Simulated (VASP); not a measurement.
# CO2 (Cmce) in VASP: notebook, part 2 of 2

VASP 6.6.1.

### Step 4. Single point, LDA

File INCAR:

```
PREC = Accurate
ENCUT = 520
EDIFF = 1E-7
ISMEAR = 0
SIGMA = 0.01
LREAL = F
LASPH = T
NELM = 60
ALGO = Normal
ISIF = 2
LWAVE = F
LCHARG = F
GGA = CA
NBANDS = 25
```

File KPOINTS:

```
Automatic mesh
0
Gamma
  8 8 4
```

File POSCAR:

```
CO2
1.0
    2.3004365536     -2.1214058107      0.0000000000
    2.3004365536      2.1214058107      0.0000000000
    0.0000000000      0.0000000000      5.8657827857
C O
2 4
Direct
    0.0000000000      0.0000000000      0.0000000000
    0.5000000000      0.5000000000      0.5000000000
    0.7803208833      0.2196791167      0.8832724447
    0.2196791167      0.7803208833      0.1167275553
    0.7196791167      0.2803208833      0.3832724447
    0.2803208833      0.7196791167      0.6167275553
```

Potentials or basis: VASP PAW LDA potentials, release 64 (C, O).

The run is started by

```
$ cat potpaw_LDA.64/C/POTCAR potpaw_LDA.64/O/POTCAR > POTCAR
$ mpirun -np 1 vasp_std > vasp.out
```

OUTCAR:

```text
PREC = Accurate
   ENCUT = 520
   EDIFF = 1E-7
   ISMEAR = 0
   LREAL = F
   LASPH = T
   NELM = 60
   ISIF = 2
   GGA = CA

 ion  position               nearest neighbor table
   1  0.000  0.000  0.000-   3 1.16   4 1.16
   2  0.500  0.500  0.500-   5 1.16   6 1.16
   3  0.780  0.220  0.883-   1 1.16
   4  0.220  0.780  0.117-   1 1.16
   5  0.720  0.280  0.383-   2 1.16
   6  0.280  0.720  0.617-   2 1.16

  LATTYP: Found a base centered orthorhombic cell.
 ALAT       =     4.2428116214
 B/A-ratio  =     1.0843925014
 C/A-ratio  =     1.3825225603

  Lattice vectors:

 A1 = (  -2.3004365536,  -2.1214058107,   0.0000000000)
 A2 = (   2.3004365536,  -2.1214058107,   0.0000000000)
 A3 = (   0.0000000000,   0.0000000000,   5.8657827857)

Analysis of symmetry for initial positions (statically):
=====================================================================
 Subroutine PRICEL returns:
 Original cell was already a primitive cell.

[... 180 lines left out ...]

 val. band max:       -0.2731871482   @ k =   0.5000   0.5000   0.0000
 cond. band min:       5.3786238851   @ k =   0.0000   0.0000   0.0000
 fundamental gap:      5.6518110333
 Fermi energy:        -0.2230553186

 k-point     1 :       0.0000    0.0000    0.0000
  band No.  band energies     occupation
      1     -22.0645      2.00000
      2     -21.4735      2.00000
      3     -20.4182      2.00000
      4     -20.1188      2.00000
      5      -7.0365      2.00000
      6      -5.9253      2.00000
[... 661 lines left out ...]
     24      15.7944      0.00000
     25      16.9036      0.00000

 [... further k-points ...]

------------------------ aborting loop because EDIFF is reached ----------------------------------------

  FORCE on cell =-STRESS in cart. coord.  units (eV):
  Direction    XX          YY          ZZ          XY          YZ          ZX
  --------------------------------------------------------------------------------------
  -------------------------------------------------------------------------------------
  Total        3.0492367      5.5057172      4.3236684      0.0000000      0.0000000      0.0000000
  in kB       85.3319612    154.0758228    120.9965458      0.0000000      0.0000000      0.0000000
  external PRESSURE =     120.1347766 kB  Pullay stress =       0.0000000 kB

 VOLUME and BASIS-vectors are now :
 -----------------------------------------------------------------------------
  energy-cutoff  :      520.00
  volume of cell :       57.25
      direct lattice vectors                 reciprocal lattice vectors
     2.300436554 -2.121405811  0.000000000     0.217350050 -0.235692764  0.000000000
     2.300436554  2.121405811  0.000000000     0.217350050  0.235692764  0.000000000
     0.000000000  0.000000000  5.865782786     0.000000000  0.000000000  0.170480230

 POSITION                                       TOTAL-FORCE (eV/Angst)
 -----------------------------------------------------------------------------------
      0.00000      0.00000      0.00000        -0.000000      0.000000      0.000000
      2.30044      0.00000      2.93289         0.000000      0.000000      0.000000
      2.30044     -1.18935      5.18108         0.000000      0.662497     -0.484784
      2.30044      1.18935      0.68470         0.000000     -0.662497      0.484784
      2.30044     -0.93206      2.24819         0.000000     -0.662497     -0.484784
      2.30044      0.93206      3.61759         0.000000      0.662497      0.484784
 -----------------------------------------------------------------------------------
    total drift:                                0.000000      0.000000      0.000000

  FREE ENERGIE OF THE ION-ELECTRON SYSTEM (eV)
  ---------------------------------------------------
  free  energy   TOTEN  =       -49.4096656513 eV

  energy  without entropy=      -49.4096656513  energy(sigma->0) =      -49.40966565
```

Wall time 40 s (1 thread of Intel Xeon Platinum 8488C (Sapphire Rapids), shared host); peak memory 0.18 GiB.

Results:

```yaml
Free_energy: -49.4097 eV
Pressure: 12.0 GPa
Largest_force: 0.821 eV/Å
Band_gap_on_the_k_mesh: 5.65 eV (least direct gap 6.83 eV)
```

Forces on the atoms (eV/Å):
```
C    0.000  0.000  0.000
C    0.000  0.000  0.000
O    0.000  0.662 -0.485
O    0.000 -0.662  0.485
O    0.000 -0.662 -0.485
O    0.000  0.662  0.485
```

Caveat: the cell stands under pressure.

### Step 5. Single point, LDA

File INCAR:

```
PREC = Accurate ; ENCUT = 520
EDIFF = 1E-6 ; ISMEAR = 0
SIGMA = 0.02 ; LREAL = F
LASPH = T ; NELM = 80
ALGO = Normal ; ISIF = 2
LWAVE = F ; LCHARG = T
GGA = CA ; LELF = T
LVHAR = T ; NBANDS = 25
```

KPOINTS is that of step 4.

POSCAR is that of step 4.

The run is started by

```
$ cat potpaw_LDA.64/C/POTCAR potpaw_LDA.64/O/POTCAR > POTCAR
$ mpirun -np 1 vasp_std > vasp.out
```

It took 42 s on 1 thread of Intel Xeon Platinum 8488C (Sapphire Rapids), shared host; peak memory 0.19 GiB.

It converged, with:

* Free energy: -49.4097 eV
* Pressure: 12.0 GPa
* Largest force: 0.821 eV/Å
* Band gap on the k mesh: 5.65 eV (least direct gap 6.83 eV)

Forces on the atoms (eV/Å):
```
C    0.000  0.000  0.000
C    0.000  0.000  0.000
O    0.000  0.662 -0.485
O    0.000 -0.662  0.485
O    0.000 -0.662 -0.485
O    0.000  0.662  0.485
```

Stress tensor (GPa, compression positive):
```
 8.53  0.00  0.00
 0.00 15.41  0.00
 0.00  0.00 12.10
```

Levels at points of the mesh, in eV from the valence-band top:
| k point | band 14 | band 15 | band 16 | band 17 | band 18 | band 19 |
| --- | --- | --- | --- | --- | --- | --- |
| (0.00, 0.00, 0.00) | -2.01 | -1.25 | -1.17 | 5.65 | 6.68 | 6.95 |
| (0.50, 0.00, 0.00) | -1.38 | -0.53 | -0.53 | 6.61 | 6.61 | 8.50 |
| (0.50, 0.50, 0.00) | -1.61 | -0.80 | 0.00 | 7.07 | 9.02 | 9.23 |
| (0.00, 0.00, 0.50) | -1.59 | -1.58 | -1.58 | 6.28 | 6.28 | 7.61 |
| (0.50, 0.00, 0.50) | -1.55 | -0.47 | -0.47 | 6.78 | 6.78 | 8.61 |
| (0.50, 0.50, 0.50) | -1.59 | -0.73 | -0.73 | 8.22 | 8.22 | 9.10 |

Caveat: the cell stands under pressure. A k mesh can miss the band edges.

### Step 6. Summary

```csv
cell,k mesh,smearing,gap on the mesh (eV),pressure (GPa),largest force (eV/Å)
"a = 3.130, b = 3.130, c = 5.865 Å, angles 90.0, 90.0, 85.3°, 6 atoms",6 × 6 × 4,gaussian 0.1 eV,5.65,12.0,0.83
"a = 3.129, b = 3.129, c = 5.866 Å, angles 90.0, 90.0, 85.4°, 6 atoms",8 × 8 × 4,gaussian 0.01 eV,5.65,12.0,0.82
"a = 3.129, b = 3.129, c = 5.866 Å, angles 90.0, 90.0, 85.4°, 6 atoms",8 × 8 × 4,gaussian 0.02 eV,5.65,12.0,0.82
```

Alike in all rows: task single point; level LDA; potentials or basis VASP PAW LDA potentials, release 64 (C, O); no spin polarisation; cutoff (eV) 520.

Caveats: the cell stands under pressure.

Absolute energies hang on the potentials; compare differences alone.
